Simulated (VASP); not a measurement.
# Zn7O8 (a cell with a defect) in VASP: single point with PBE

Aim: the single point of Zn7O8 (a cell with a defect) with PBE.

Everything below comes from runs of VASP 6.6.1. Logs are shortened: lines on timing, memory, paths and dates and some standing lists are left out, and cuts for length are marked.

### 1 The cell of the first run

The cell holds a defect, 15 atoms: a = 5.293 Å, b = 6.559 Å, c = 6.559 Å, α = 120.00°, β = 90.00°, γ = 90.00°.

### 2 Single point, PBE, collinear spin (atoms taken out, then relaxed in part)

File INCAR:

```
SYSTEM = Zn7O8
  ALGO = Normal
  EDIFF = 1E-6
  ENCUT = 520
  GGA = PE
  GGA_COMPAT = .FALSE.
  ISIF = 2
  ISMEAR = 0
  ISPIN = 2
  LASPH = .TRUE.
  LCHARG = .FALSE.
  LORBIT = 11
  LREAL = .FALSE.
  LWAVE = .FALSE.
  MAGMOM = 0 0 0 0 0 0 0 0.75 0.75 0.75 0 0.75 0 0 0
  NBANDS = 83
  NELECT = 133.0
  NELM = 200
  PREC = Accurate
  SIGMA = 0.01
```

File KPOINTS:

```
k-points
0
G
  3 3 3
  0 0 0
```

File POSCAR:

```
Zn7O8
1.0
    0.0000000000      0.0000000000     -5.2932739833
    3.2794860218     -5.6802364126      0.0000000000
   -6.5589720437      0.0000000000      0.0000000000
Zn O
7 8
Direct
    0.5017234064      0.6628264616      0.3293638415
    0.5016996229      0.1670504706      0.8337358532
    0.5016942058      0.6627366631      0.8335380535
   -0.0035041856      0.3265132422      0.1701472855
   -0.0034581904      0.8398028842      0.1699715299
   -0.0035173021      0.3264114139      0.6566982649
    0.0019380368      0.8309485440      0.6655971957
    0.6298657993      0.3438436558      0.1526586066
    0.6299498216      0.8048419418      0.1524612158
    0.6298576135      0.3437920380      0.6915204533
    0.6202662404      0.8308899352      0.6655361729
    0.0986438024      0.1641987558      0.3322664194
    0.1226475260      0.6649037199      0.3335299165
    0.1226224726      0.1629785102      0.8316908511
    0.1226460048      0.6648276696      0.8315361098
```

Potentials or basis: VASP PAW PBE potentials, release 64 (Zn, O).

Started as:

```console
cat potpaw_PBE.64/Zn/POTCAR potpaw_PBE.64/O/POTCAR > POTCAR
mpirun -np 1 vasp_std > vasp.out
```

OUTCAR:

```text
SYSTEM = Zn7O8
   EDIFF = 1E-6
   ENCUT = 520
   GGA = PE
   ISIF = 2
   ISMEAR = 0
   ISPIN = 2
   LASPH = .TRUE.
   LORBIT = 11
   LREAL = .FALSE.
   NELECT = 133.0
   NELM = 200
   PREC = Accurate

 ion  position               nearest neighbor table
   1  0.502  0.663  0.329-   9 1.94   8 1.94  13 2.01  11 2.01
   2  0.502  0.167  0.834-   8 1.94  10 1.94  14 2.01  11 2.01
   3  0.502  0.663  0.834-  10 1.94   9 1.94  15 2.01  11 2.01
   4  0.996  0.327  0.170-  12 1.92   8 1.95  13 2.04  14 2.04
   5  0.997  0.840  0.170-  12 1.92   9 1.95  15 2.04  13 2.04
   6  0.996  0.326  0.657-  12 1.92  10 1.95  15 2.04  14 2.04
   7  0.002  0.831  0.666-  14 1.99  15 1.99  13 1.99  11 2.02
   8  0.630  0.344  0.153-   2 1.94   1 1.94   4 1.95
   9  0.630  0.805  0.152-   1 1.94   3 1.94   5 1.95
  10  0.630  0.344  0.692-   2 1.94   3 1.94   6 1.95
  11  0.620  0.831  0.666-   3 2.01   2 2.01   1 2.01   7 2.02
  12  0.099  0.164  0.332-   5 1.92   4 1.92   6 1.92
  13  0.123  0.665  0.334-   7 1.99   1 2.01   4 2.04   5 2.04
  14  0.123  0.163  0.832-   7 1.99   2 2.01   6 2.04   4 2.04
  15  0.123  0.665  0.832-   7 1.99   3 2.01   6 2.04   5 2.04

  LATTYP: Found a hexagonal cell.
 ALAT       =     6.5589720437
 C/A-ratio  =     0.8070279837

  Lattice vectors:

 A1 = (   3.2794860218,  -5.6802364126,   0.0000000000)
 A2 = (  -6.5589720437,   0.0000000000,   0.0000000000)
 A3 = (   0.0000000000,   0.0000000000,  -5.2932739833)

Analysis of symmetry for initial positions (statically):
=====================================================================
 Subroutine PRICEL returns:
 Original cell was already a primitive cell.

 Routine SETGRP: Setting up the symmetry group for a
 hexagonal supercell.

 Subroutine GETGRP returns: Found  1 space group operations
 (whereof  1 operations were pure point group operations)
 out of a pool of 24 trial point group operations.

The static configuration has the point symmetry C_1 .

Analysis of symmetry for dynamics (positions and initial velocities):
=====================================================================
 Subroutine PRICEL returns:
 Original cell was already a primitive cell.

 Routine SETGRP: Setting up the symmetry group for a
 hexagonal supercell.

 Subroutine GETGRP returns: Found  1 space group operations
 (whereof  1 operations were pure point group operations)
 out of a pool of 24 trial point group operations.

The dynamic configuration has the point symmetry C_1 .

Analysis of structural, dynamic, and magnetic symmetry:
=====================================================================
 Subroutine PRICEL returns:
 Original cell was already a primitive cell.

 Routine SETGRP: Setting up the symmetry group for a
 hexagonal supercell.

 Subroutine GETGRP returns: Found  1 space group operations
 (whereof  1 operations were pure point group operations)
 out of a pool of 24 trial point group operations.

The overall configuration has the point symmetry C_1 .

 Subroutine INISYM returns: Found  1 space group operations
 (whereof  1 operations are pure point group operations),
 and found     1 'primitive' translations

----------------------------------------------------------------------------------------

                                     Primitive cell

  volume of cell :     197.2089

  direct lattice vectors                    reciprocal lattice vectors
     0.000000000  0.000000000 -5.293273983     0.000000000  0.000000000 -0.188918995
     3.279486022 -5.680236413  0.000000000     0.000000000 -0.176049011  0.000000000
    -6.558972044  0.000000000  0.000000000    -0.152462915 -0.088024505  0.000000000

  length of vectors
     5.293273983  6.558972044  6.558972044     0.188918995  0.176049011  0.176049011

  position of ions in fractional coordinates (direct lattice)
     0.501723406  0.662826462  0.329363841
     0.501699623  0.167050471  0.833735853
     0.501694206  0.662736663  0.833538054
     0.996495814  0.326513242  0.170147286
     0.996541810  0.839802884  0.169971530
     0.996482698  0.326411414  0.656698265
     0.001938037  0.830948544  0.665597196
     0.629865799  0.343843656  0.152658607
     0.629949822  0.804841942  0.152461216
     0.629857614  0.343792038  0.691520453
     0.620266240  0.830889935  0.665536173
     0.098643802  0.164198756  0.332266419
     0.122647526  0.664903720  0.333529916
     0.122622473  0.162978510  0.831690851
     0.122646005  0.664827670  0.831536110

  ion indices of the primitive-cell ions
   primitive index   ion index
                 1           1
                 2           2
                 3           3
                 4           4
                 5           5
                 6           6
                 7           7
                 8           8
                 9           9
[... 47 lines left out ...]
  0.333333  0.333333  0.333333      2.000000
  0.333333 -0.333333 -0.333333      2.000000
   k-points           NKPTS =     14   k-points in BZ     NKDIM =     14   number of bands    NBANDS=     83
   number of dos      NEDOS =    301   number of ions     NIONS =     15
   total plane-waves  NPLWV = 100000
   dimension x,y,z NGX =    40 NGY =   50 NGZ =   50
   dimension x,y,z NGXF=    80 NGYF=  100 NGZF=  100
   ions per type =               7   8
   NGX,Y,Z   is equivalent  to a cutoff of  12.56, 12.67, 12.67 a.u.
   NGXF,Y,Z  is equivalent  to a cutoff of  25.13, 25.35, 25.35 a.u.
 SYSTEM =  Zn7O8
   PREC   = accura    normal or accurate (medium, high low for compatibility)
   ISTART =      0    job   : 0-new  1-cont  2-samecut
   ICHARG =      2    charge: 1-file 2-atom 10-const
   ISPIN  =      2    spin polarized calculation?
   LNONCOLLINEAR =      F non collinear calculations
   LSORBIT =      F    spin-orbit coupling
   LASPH  =      T    aspherical Exc in radial PAW
   ENCUT  =  520.0 eV  38.22 Ry    6.18 a.u.   9.84 12.20 12.20*2*pi/ulx,y,z
   NELM   =    200;   NELMIN=  2; NELMDL= -5     # of ELM steps
   EDIFF  = 0.1E-05   stopping-criterion for ELM
   LREAL  =      F    real-space projection
[... 7 lines left out ...]
   TEBEG  =    0.0;   TEEND  =   0.0 temperature during run
   PSTRESS=    0.0 pullay stress
   NELECT =     133.0000    total number of electrons
   NUPDOWN=      -1.0000    fix difference up-down
   EMIN   =  10.00;   EMAX   =-10.00  energy-range for DOS
   EFERMI =   0.00;   METHOD = LEGACY
   ISMEAR =     0;   SIGMA  =   0.01  broadening in eV -4-tet -1-fermi 0-gaus
   EFERMI_NEDOS =   21; number of points for ismear=-14 and -15
   IALGO  =     38    algorithm
   IMIX   =      4    mixing-type and parameters
     AMIX     =   0.40;   BMIX     =  1.00
     AMIX_MAG =   1.60;   BMIX_MAG =  1.00
  volume/ion in A,a.u.               =      13.15        88.72
  Fermi-wavevector in a.u.,A,eV,Ry     =   1.435654  2.712993 28.043010  2.061103
  Thomas-Fermi vector in A             =   2.554929
   LORBIT       =     11    0 simple, 1 ext, 2 COOP (PROOUT), +10 PAW based schemes
   GGA     = PE    functional components
   LHFCALC =     F    Hartree Fock is set to
   AEXX    =    0.0000 exact exchange contribution
   IVDW    =     0    specifies the selected vdW correction
   LEPSILON=     F    determine dielectric tensor
   LRPA    =     F    only Hartree local field effects (RPA)
 spin polarized calculation
 Gauss-broadening in eV      SIGMA  =   0.01
  energy-cutoff  :      520.00
  volume of cell :      197.21
 maximum number of plane-waves:      5328
 NGX is ok and might be reduce to    40
   NGX = 19   NGY = 25   NGZ = 25

 number of electron     133.0000020 magnetization       1.0001034

 Free energy of the ion-electron system (eV)
  ---------------------------------------------------
  ext. energy  EPLUGINS =         0.00000000
  ---------------------------------------------------
  free energy    TOTEN  =       -64.91363808 eV

  energy without entropy =      -64.91363517  energy(sigma->0) =      -64.91363663

 E-fermi :   0.3422     XC(G=0): -10.2728

 val. band max:        0.3198662478   @ k =   0.0000   0.0000   0.0000
 cond. band min:       0.3645188559   @ k =   0.0000   0.3333   0.3333
 fundamental gap:      0.0446526081
 Fermi energy:         0.3421605263

 spin component 1

 k-point     1 :       0.0000    0.0000    0.0000
  band No.  band energies     occupation
      1     -17.5723      1.00000
      2     -17.0254      1.00000
      3     -16.9624      1.00000
      4     -16.9622      1.00000
      5     -16.7930      1.00000
      6     -16.5815      1.00000
[... 1123 lines left out ...]
     77       8.6652      0.00000
     78       9.1644      0.00000
 Fermi energy:         0.3421605263

 spin component 2

 k-point     1 :       0.0000    0.0000    0.0000
  band No.  band energies     occupation
      1     -17.4977      1.00000
      2     -16.9891      1.00000
      3     -16.9169      1.00000
      4     -16.9167      1.00000
      5     -16.4979      1.00000
      6     -16.2317      1.00000
[... 1123 lines left out ...]
     77       8.6956      0.00000
     78       9.1757      0.00000
 [bands above 78 left out]

------------------------ aborting loop because EDIFF is reached ----------------------------------------

  FORCE on cell =-STRESS in cart. coord.  units (eV):
  Direction    XX          YY          ZZ          XY          YZ          ZX
  --------------------------------------------------------------------------------------
  -------------------------------------------------------------------------------------
  Total        6.8624743      6.8677703      7.6429026      0.0005465      0.0021512      0.0004922
  in kB       55.7525515     55.7955777     62.0929569      0.0044400      0.0174768      0.0039986
  external PRESSURE =      57.8803620 kB  Pullay stress =       0.0000000 kB

 VOLUME and BASIS-vectors are now :
 -----------------------------------------------------------------------------
  energy-cutoff  :      520.00
  volume of cell :      197.21
      direct lattice vectors                 reciprocal lattice vectors
     0.000000000  0.000000000 -5.293273983     0.000000000  0.000000000 -0.188918995
     3.279486022 -5.680236413  0.000000000     0.000000000 -0.176049011  0.000000000
    -6.558972044  0.000000000  0.000000000    -0.152462915 -0.088024505  0.000000000

 POSITION                                       TOTAL-FORCE (eV/Angst)
 -----------------------------------------------------------------------------------
      0.01344     -3.76501     -2.65576        -0.024218     -0.015286      0.020397
     -4.92061     -0.94889     -2.65563         0.000737      0.029399      0.020513
     -3.29372     -3.76450     -2.65560         0.023772     -0.014909      0.019608
     -0.04520     -1.85467     -5.27473         0.024026     -0.011404     -0.016191
      1.63928     -4.77028     -5.27497        -0.000633      0.029900     -0.016427
     -3.23680     -1.85409     -5.27466        -0.023210     -0.012226     -0.016390
     -1.64055     -4.71998     -0.01026         0.000422      0.000774      0.012920
      0.12635     -1.95311     -3.33405        -0.051787      0.028142      0.014698
      1.63948     -4.57169     -3.33450        -0.000734     -0.059317      0.016613
     -3.40820     -1.95282     -3.33401         0.051928      0.028732      0.014603
     -1.64034     -4.71965     -3.28324        -0.000291      0.000608      0.003349
     -1.64084     -0.93269     -0.52215         0.000074     -0.002756     -0.083079
     -0.00707     -3.77681     -0.64921         0.024935      0.014244      0.002856
     -4.92055     -0.92576     -0.64907         0.000382     -0.029889      0.003064
     -3.27373     -3.77638     -0.64920        -0.025402      0.013987      0.003464
 -----------------------------------------------------------------------------------
    total drift:                               -0.000036     -0.001410     -0.001296

  FREE ENERGIE OF THE ION-ELECTRON SYSTEM (eV)
  ---------------------------------------------------
  free  energy   TOTEN  =       -64.9136380823 eV

  energy  without entropy=      -64.9136351722  energy(sigma->0) =      -64.91363663

 total charge

# of ion       s       p       d       tot
------------------------------------------
    1        0.471   0.502   9.891  10.864
    2        0.471   0.503   9.891  10.864
    3        0.471   0.503   9.891  10.864
    4        0.468   0.491   9.889  10.848
    5        0.468   0.491   9.889  10.848
    6        0.468   0.491   9.889  10.848
    7        0.461   0.474   9.897  10.832
    8        1.562   3.407   0.000   4.969
    9        1.562   3.407   0.000   4.969
   10        1.562   3.407   0.000   4.969
   11        1.552   3.446   0.000   4.998
   12        1.553   3.441   0.000   4.994
   13        1.552   3.445   0.000   4.997
   14        1.552   3.445   0.000   4.997
   15        1.552   3.445   0.000   4.997
--------------------------------------------------
tot         15.727  30.896  69.237 115.859

 magnetization (x)

# of ion       s       p       d       tot
------------------------------------------
    1       -0.005  -0.002   0.029   0.022
    2       -0.005  -0.002   0.029   0.022
    3       -0.005  -0.002   0.029   0.022
    4       -0.003  -0.002   0.022   0.017
    5       -0.003  -0.002   0.022   0.017
    6       -0.003  -0.002   0.022   0.017
    7       -0.001  -0.001   0.003   0.001
    8        0.003   0.206   0.000   0.209
    9        0.003   0.206   0.000   0.209
   10        0.003   0.206   0.000   0.209
   11       -0.000   0.020   0.000   0.020
   12        0.001   0.067   0.000   0.068
   13       -0.000   0.017   0.000   0.016
   14       -0.000   0.017   0.000   0.016
   15       -0.000   0.017   0.000   0.016
--------------------------------------------------
tot         -0.015   0.742   0.158   0.885
```

Wall time 15 min (1 thread of Intel Xeon Platinum 8259CL at 2.50GHz (Skylake/Cascade Lake), shared host); peak memory 0.56 GiB.

What came out:

| Quantity | Value |
| --- | --- |
| Free energy | -64.9136 eV |
| Largest force | 0.083 eV/Å |
| Net moment | 1.00 μB per cell |
| Site moments | Zn +0.02, +0.00 (each value once); O +0.21, +0.02, +0.07 (each value once) μB |
| Valence electrons inside the program's atomic spheres | Zn 10.86, 10.85, 10.83 (each value once); O 4.97, 5.00, 4.99 (each value once) |

Forces on the atoms (eV/Å):
```
Zn  -0.024 -0.015  0.020
Zn   0.001  0.029  0.021
Zn   0.024 -0.015  0.020
Zn   0.024 -0.011 -0.016
Zn  -0.001  0.030 -0.016
Zn  -0.023 -0.012 -0.016
Zn   0.000  0.001  0.013
O   -0.052  0.028  0.015
O   -0.001 -0.059  0.017
O    0.052  0.029  0.015
O    0.000  0.001  0.003
O    0.000 -0.003 -0.083
O    0.025  0.014  0.003
O    0.000 -0.030  0.003
O   -0.025  0.014  0.003
```

Caveat: the k points lie up to 0.40 Å⁻¹ apart; the cell carries a net charge on a neutralising background, which shifts energy and pressure; the cell differs from its parent crystal (atoms taken out, then relaxed in part); the cell is charged against a uniform background, so pressure and absolute levels hang on convention.
